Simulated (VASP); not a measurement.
A run of VASP 6.6.1:

Contents of INCAR:

```
SYSTEM = BP
ALGO     = Normal         ! electronic algorithm
EDIFF    = 1E-7           ! SCF threshold, eV
ENCUT    = 520            ! plane-wave cutoff, eV
GGA      = PE             ! functional
ISIF     = 2              ! what is computed and relaxed
ISMEAR   = -1             ! smearing method
LASPH    = .TRUE.         ! aspherical terms in the spheres
LCHARG   = .FALSE.        ! write CHGCAR
LREAL    = .FALSE.        ! projectors in reciprocal space
LWAVE    = .FALSE.        ! write WAVECAR
NBANDS   = 11             ! bands
NELM     = 60             ! most SCF steps
PREC     = Accurate       ! precision mode
SIGMA    = 0.04           ! smearing width, eV
```

KPOINTS

```
k-points
0
G
  6 6 6
  0 0 0
```

The input POSCAR:

```
BP
1.0
    0.0000000000      2.2690000000      2.2690000000
    2.2690000000      0.0000000000      2.2690000000
    2.2690000000      2.2690000000      0.0000000000
P B
1 1
Direct
    0.7500000000      0.7500000000      0.7500000000
    0.0000000000      0.0000000000      0.0000000000
```

Potentials or basis: VASP PAW PBE potentials, release 64 (P, B).

Command:

```sh
$ cat potpaw_PBE.64/P/POTCAR potpaw_PBE.64/B/POTCAR > POTCAR
$ mpirun -np 1 vasp_std > vasp.out
```

Hardware: 1 thread of Intel(R) Xeon(R) Platinum 8488C (Sapphire Rapids), with other jobs on the host.

Task: How long does it take, and how much memory?

Result: Run time: 2.9 s on 1 thread of Intel(R) Xeon(R) Platinum 8488C (Sapphire Rapids), on a shared host, peak memory 0.13 GiB. Counts: scf iterations 14, k points 16.
